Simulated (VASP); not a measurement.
# Ir (Fm-3m) in VASP: further runs

Ir is run at these levels: PBE; tasks: single point.

All numbers are computed with VASP 6.6.1; they aren't measurements. Logs are shortened: lines on timing, memory, paths and dates and some standing lists are left out, and cuts for length are marked.

## (1) The cell of the first run

It takes space group Fm-3m (No. 225, cubic). Conventional cell: a = 3.871 Å, b = 3.871 Å, c = 3.871 Å, α = 90.00°, β = 90.00°, γ = 90.00°. Within 3.6 Å of Ir (site symmetry m-3m) lie 12 Ir at 2.74 Å.

## (2) Single point, PBE, collinear spin, ferromagnetic start

Contents of INCAR:

```
SYSTEM = Ir
PREC = Accurate
ENCUT = 520
EDIFF = 1E-7
ISMEAR = -1
SIGMA = 0.1
LREAL = .False.
LASPH = .True.
NELM = 150
ALGO = Normal
ISIF = 2
LWAVE = .False.
LCHARG = .True.
ISPIN = 2
MAGMOM = 1
LORBIT = 11
LMAXMIX = 4
GGA = PE
LELF = .True.
LVHAR = .True.
NBANDS = 14
```

Contents of KPOINTS:

```
Automatic mesh
0
Gamma
  7 7 7
  0 0 0
```

Contents of POSCAR:

```
Ir
1.0
    0.0000000000      1.9357313511      1.9357313511
    1.9357313511      0.0000000000      1.9357313511
    1.9357313511      1.9357313511      0.0000000000
Ir
1
Direct
    0.0000000000      0.0000000000      0.0000000000
```

Potentials or basis: VASP PAW PBE potentials, release 64 (Ir).

On the command line:

```sh
> cat potpaw_PBE.64/Ir/POTCAR > POTCAR
> mpirun -np 1 vasp_std > vasp.out
```

OUTCAR:

```text
SYSTEM = Ir
   PREC = Accurate
   ENCUT = 520
   EDIFF = 1E-7
   ISMEAR = -1
   LREAL = .False.
   LASPH = .True.
   NELM = 150
   ISIF = 2
   ISPIN = 2
   LORBIT = 11
   GGA = PE

 ion  position               nearest neighbor table
   1  0.000  0.000  0.000-

  LATTYP: Found a face centered cubic cell.
 ALAT       =     3.8714627022

  Lattice vectors:

 A1 = (   0.0000000000,   1.9357313511,   1.9357313511)
 A2 = (   1.9357313511,   0.0000000000,   1.9357313511)
 A3 = (   1.9357313511,   1.9357313511,   0.0000000000)

Analysis of symmetry for initial positions (statically):
=====================================================================
 Subroutine PRICEL returns:
 Original cell was already a primitive cell.

 Routine SETGRP: Setting up the symmetry group for a
 face centered cubic supercell.

 Subroutine GETGRP returns: Found 48 space group operations
 (whereof 48 operations were pure point group operations)
 out of a pool of 48 trial point group operations.

The static configuration has the point symmetry O_h .

Analysis of symmetry for dynamics (positions and initial velocities):
=====================================================================
 Subroutine PRICEL returns:
 Original cell was already a primitive cell.

 Routine SETGRP: Setting up the symmetry group for a
 face centered cubic supercell.

 Subroutine GETGRP returns: Found 48 space group operations
 (whereof 48 operations were pure point group operations)
 out of a pool of 48 trial point group operations.

The dynamic configuration has the point symmetry O_h .

Analysis of structural, dynamic, and magnetic symmetry:
=====================================================================
 Subroutine PRICEL returns:
 Original cell was already a primitive cell.

 Routine SETGRP: Setting up the symmetry group for a
 face centered cubic supercell.

 Subroutine GETGRP returns: Found 48 space group operations
 (whereof 48 operations were pure point group operations)
 out of a pool of 48 trial point group operations.

The overall configuration has the point symmetry O_h .

 Subroutine INISYM returns: Found 48 space group operations
 (whereof 48 operations are pure point group operations),
 and found     1 'primitive' translations

----------------------------------------------------------------------------------------

                                     Primitive cell

  volume of cell :      14.5066

  direct lattice vectors                    reciprocal lattice vectors
     0.000000000  1.935731351  1.935731351    -0.258300306  0.258300306  0.258300306
     1.935731351  0.000000000  1.935731351     0.258300306 -0.258300306  0.258300306
     1.935731351  1.935731351  0.000000000     0.258300306  0.258300306 -0.258300306

  length of vectors
     2.737537530  2.737537530  2.737537530     0.447389253  0.447389253  0.447389253

  position of ions in fractional coordinates (direct lattice)
     0.000000000  0.000000000  0.000000000

  ion indices of the primitive-cell ions
   primitive index   ion index
                 1           1

----------------------------------------------------------------------------------------

 KPOINTS: Automatic mesh

Automatic generation of k-mesh.
 Grid dimensions read from file:
 generate k-points for:    7    7    7

 Generating k-lattice:

  Cartesian coordinates                     Fractional coordinates (reciprocal lattice)
    -0.036900044  0.036900044  0.036900044     0.142857143  0.000000000  0.000000000
     0.036900044 -0.036900044  0.036900044     0.000000000  0.142857143  0.000000000
     0.036900044  0.036900044 -0.036900044     0.000000000  0.000000000  0.142857143

  Length of vectors
     0.063912750  0.063912750  0.063912750

  Shift w.r.t. Gamma in fractional coordinates (k-lattice)
     0.000000000  0.000000000  0.000000000

 Subroutine IBZKPT returns following result:
 ===========================================

 Found     20 irreducible k-points:

 Following reciprocal coordinates:
            Coordinates               Weight
  0.000000  0.000000  0.000000      1.000000
  0.142857  0.000000  0.000000      8.000000
  0.285714  0.000000  0.000000      8.000000
  0.428571  0.000000  0.000000      8.000000
  0.142857  0.142857  0.000000      6.000000
  0.285714  0.142857  0.000000     24.000000
[... 12 lines left out ...]
 -0.428571  0.428571  0.142857     24.000000
 -0.285714  0.428571  0.142857     24.000000
   k-points           NKPTS =     20   k-points in BZ     NKDIM =     20   number of bands    NBANDS=     14
   number of dos      NEDOS =    301   number of ions     NIONS =      1
   total plane-waves  NPLWV =   8000
   dimension x,y,z NGX =    20 NGY =   20 NGZ =   20
   dimension x,y,z NGXF=    40 NGYF=   40 NGZF=   40
   ions per type =               1
   NGX,Y,Z   is equivalent  to a cutoff of  12.15, 12.15, 12.15 a.u.
   NGXF,Y,Z  is equivalent  to a cutoff of  24.29, 24.29, 24.29 a.u.
 SYSTEM =  Ir
   PREC   = accura    normal or accurate (medium, high low for compatibility)
   ISTART =      0    job   : 0-new  1-cont  2-samecut
   ICHARG =      2    charge: 1-file 2-atom 10-const
   ISPIN  =      2    spin polarized calculation?
   LNONCOLLINEAR =      F non collinear calculations
   LSORBIT =      F    spin-orbit coupling
   LASPH  =      T    aspherical Exc in radial PAW
   ENCUT  =  520.0 eV  38.22 Ry    6.18 a.u.   5.09  5.09  5.09*2*pi/ulx,y,z
   NELM   =    150;   NELMIN=  2; NELMDL= -5     # of ELM steps
   EDIFF  = 0.1E-06   stopping-criterion for ELM
   LREAL  =      F    real-space projection
   EDIFFG = 0.1E-05   stopping-criterion for IOM
   NSW    =      0    number of steps for IOM
   IBRION =     -1    ionic relax: 0-MD 1-quasi-New 2-CG
   NFREE  =      0    steps in history (QN), initial steepest desc. (CG)
   ISIF   =      2    stress and relaxation
   ISYM   =      2    0-nonsym 1-usesym 2-fastsym
   POTIM  = 0.5000    time-step for ionic-motion
   TEBEG  =    0.0;   TEEND  =   0.0 temperature during run
   PSTRESS=    0.0 pullay stress
   NELECT =       9.0000    total number of electrons
   NUPDOWN=      -1.0000    fix difference up-down
   EMIN   =  10.00;   EMAX   =-10.00  energy-range for DOS
   EFERMI =   0.00;   METHOD = LEGACY
   ISMEAR =    -1;   SIGMA  =   0.10  broadening in eV -4-tet -1-fermi 0-gaus
   EFERMI_NEDOS =   21; number of points for ismear=-14 and -15
   IALGO  =     38    algorithm
   IMIX   =      4    mixing-type and parameters
     AMIX     =   0.40;   BMIX     =  1.00
     AMIX_MAG =   1.60;   BMIX_MAG =  1.00
  volume/ion in A,a.u.               =      14.51        97.90
  Fermi-wavevector in a.u.,A,eV,Ry     =   1.396263  2.638555 26.525246  1.949551
  Thomas-Fermi vector in A             =   2.519634
   LORBIT       =     11    0 simple, 1 ext, 2 COOP (PROOUT), +10 PAW based schemes
   GGA     = PE    functional components
   LHFCALC =     F    Hartree Fock is set to
   AEXX    =    0.0000 exact exchange contribution
   IVDW    =     0    specifies the selected vdW correction
   LEPSILON=     F    determine dielectric tensor
   LRPA    =     F    only Hartree local field effects (RPA)
 spin polarized calculation
  energy-cutoff  :      520.00
  volume of cell :       14.51
 maximum number of plane-waves:       395
   NGX = 11   NGY = 11   NGZ = 11

 number of electron       9.0000000 magnetization      -0.0004482

 number of electron       9.0000000 magnetization       0.0000268

 Free energy of the ion-electron system (eV)
  ---------------------------------------------------
  ext. energy  EPLUGINS =         0.00000000
  ---------------------------------------------------
  free energy    TOTEN  =        -8.93358202 eV

  energy without entropy =       -8.91403194  energy(sigma->0) =       -8.92380698

 E-fermi :  10.0576     XC(G=0): -13.8357

 val. band max:        9.9757940345   @ k =   0.2857   0.2857   0.0000
 cond. band min:      10.1124069237   @ k =  -0.4286   0.4286   0.0000
 fundamental gap:      0.1366128892
 Fermi energy:        10.0575536453

 spin component 1

 k-point     1 :       0.0000    0.0000    0.0000
  band No.  band energies     occupation
      1      -0.8763      1.00000
      2       6.2426      1.00000
      3       6.2426      1.00000
      4       6.2426      1.00000
      5       8.8342      1.00000
      6       8.8342      1.00000
      7      24.3388      0.00000
      8      29.7889      0.00000
      9      29.7889      0.00000
     10      29.7889      0.00000
     11      34.5998      0.00000
     12      42.2690      0.00000
     13      42.2690      0.00000
     14      42.2690      0.00000
[... 307 lines left out ...]
 k-point    20 :      -0.2857    0.4286    0.1429
  band No.  band energies     occupation
      1       3.9343      1.00000
      2       4.6795      1.00000
      3       5.9448      1.00000
      4       8.4585      1.00000
      5      10.9280      0.00017
      6      16.4662      0.00000
      7      18.6710      0.00000
      8      20.3536      0.00000
      9      24.1689      0.00000
     10      32.7886      0.00000
     11      35.9809      0.00000
     12      39.0894      0.00000
     13      41.8691      0.00000
     14      42.7044      0.00000
 Fermi energy:        10.0575536453

 spin component 2

 k-point     1 :       0.0000    0.0000    0.0000
  band No.  band energies     occupation
      1      -0.8763      1.00000
      2       6.2426      1.00000
      3       6.2426      1.00000
      4       6.2426      1.00000
      5       8.8342      1.00000
      6       8.8342      1.00000
      7      24.3388      0.00000
      8      29.7889      0.00000
      9      29.7889      0.00000
     10      29.7889      0.00000
     11      34.5999      0.00000
     12      42.2690      0.00000
     13      42.2690      0.00000
     14      42.2690      0.00000
[... 307 lines left out ...]
 k-point    20 :      -0.2857    0.4286    0.1429
  band No.  band energies     occupation
      1       3.9343      1.00000
      2       4.6795      1.00000
      3       5.9449      1.00000
      4       8.4585      1.00000
      5      10.9281      0.00017
      6      16.4662      0.00000
      7      18.6710      0.00000
      8      20.3537      0.00000
      9      24.1689      0.00000
     10      32.7886      0.00000
     11      35.9809      0.00000
     12      39.0894      0.00000
     13      41.8691      0.00000
     14      42.7046      0.00000

------------------------ aborting loop because EDIFF is reached ----------------------------------------

  FORCE on cell =-STRESS in cart. coord.  units (eV):
  Direction    XX          YY          ZZ          XY          YZ          ZX
  --------------------------------------------------------------------------------------
  -------------------------------------------------------------------------------------
  Total       -0.0611582     -0.0611582     -0.0611582     -0.0000000     -0.0000000      0.0000000
  in kB       -6.7546049     -6.7546049     -6.7546049     -0.0000000     -0.0000000      0.0000000
  external PRESSURE =      -6.7546049 kB  Pullay stress =       0.0000000 kB

 VOLUME and BASIS-vectors are now :
 -----------------------------------------------------------------------------
  energy-cutoff  :      520.00
  volume of cell :       14.51
      direct lattice vectors                 reciprocal lattice vectors
     0.000000000  1.935731351  1.935731351    -0.258300306  0.258300306  0.258300306
     1.935731351  0.000000000  1.935731351     0.258300306 -0.258300306  0.258300306
     1.935731351  1.935731351  0.000000000     0.258300306  0.258300306 -0.258300306

 POSITION                                       TOTAL-FORCE (eV/Angst)
 -----------------------------------------------------------------------------------
      0.00000      0.00000      0.00000         0.000000      0.000000      0.000000
 -----------------------------------------------------------------------------------
    total drift:                                0.000000      0.000000     -0.000000

  FREE ENERGIE OF THE ION-ELECTRON SYSTEM (eV)
  ---------------------------------------------------
  free  energy   TOTEN  =        -8.9335820164 eV

  energy  without entropy=       -8.9140319401  energy(sigma->0) =       -8.92380698

 total charge

# of ion       s       p       d       tot
------------------------------------------
    1        0.657   0.697   6.963   8.317

 magnetization (x)

# of ion       s       p       d       tot
------------------------------------------
    1       -0.000   0.000   0.000   0.000
```

Wall time 9.8 s (1 thread of Intel Xeon Platinum 8259CL at 2.50GHz (Skylake/Cascade Lake), shared host); peak memory 0.13 GiB.

What came out:

```
Free energy                                           : -8.9336 eV
Pressure                                              : -0.7 GPa
Net moment                                            : 0.00 μB per cell
Valence electrons inside the program's atomic spheres : Ir 8.32
```

Caveat: the k points lie up to 0.40 Å⁻¹ apart; spin-orbit coupling is left out, which moves the levels of the heavy elements.

## (3) Single point, PBE

Contents of INCAR:

```
  PREC = Accurate
  ENCUT = 520
  EDIFF = 1E-6
  ISMEAR = -1
  SIGMA = 0.1
  LREAL = False
  LASPH = True
  NELM = 60
  ALGO = Normal
  ISIF = 2
  LWAVE = False
  LCHARG = False
  GGA = PE
  NBANDS = 10
```

Contents of KPOINTS:

```
regular mesh
0
Gamma
  2 2 2
```

Contents of POSCAR:

```
Ir
1.0
    0.0000000000      1.9360622002      1.9360622002
    1.9360622002      0.0000000000      1.9360622002
    1.9360622002      1.9360622002      0.0000000000
Ir
1
Direct
    0.0000000000      0.0000000000      0.0000000000
```

Potentials or basis: VASP PAW PBE potentials, release 64 (Ir).

On the command line:

```sh
> cat potpaw_PBE.64/Ir/POTCAR > POTCAR
> mpirun -np 1 vasp_std > vasp.out
```

Wall time 2.5 s (1 thread of Intel Xeon 6975P-C, shared host); peak memory 0.12 GiB.

The run converged. Its results:

| Property | Result |
| --- | --- |
| Free energy | -4.2820 eV |
| Pressure | 73.3 GPa |

Levels at points of the mesh, in eV from the Fermi level:
```tsv
k point	band 3	band 4	band 5	band 6	band 7	band 8	band 9	band 10
(0.00, 0.00, 0.00)	-4.84	-4.84	-2.09	-2.09	12.87	18.59	18.59	18.59
(0.50, 0.00, 0.00)	-4.88	-1.94	-0.10	-0.10	5.93	12.56	18.26	18.26
(0.50, 0.50, 0.00)	-0.06	0.39	0.41	0.41	9.10	10.34	10.34	19.81
```

Caveat: the k points lie up to 1.41 Å⁻¹ apart; spin-orbit coupling is left out, which moves the levels of the heavy elements.
